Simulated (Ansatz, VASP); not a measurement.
# Two plane-wave programs on Zr

```
Zr
1.0
     3.14275    0.00000    0.00000
    -1.57138    2.72171    0.00000
     0.00000    0.00000    5.09164
Zr
2
Direct
  0.33333 0.66667 0.25000
  0.66667 0.33333 0.75000
```

Alike in both runs: functional LDA; k mesh 15 × 15 × 8; occupations gaussian, width 0.1 eV; no spin polarisation.

Ansatz relaxed the structure, and its values are those at the end. VASP's run is a single point on that final structure, the one shown.

|  | VASP | Ansatz |
| --- | --- | --- |
| version | VASP 6.6.1 | Ansatz 0.2.0 |
| potentials or method | VASP PAW LDA potentials, release 64 (Zr_sv), cutoff 520 eV | scalar-relativistic, plane waves, PAW |
| valence electrons in the cell | 24 | 24 |

```csv
,VASP,Ansatz,Ansatz less VASP
gap on the k mesh at the Fermi level (eV),none,none,-
pressure (GPa),0.1,0.0,-0.10
```

LDA's correlation is that of Perdew and Zunger in VASP and of Perdew and Wang (1992) in Ansatz. A gap of «none» marks a metal or a gap that the smearing closes.
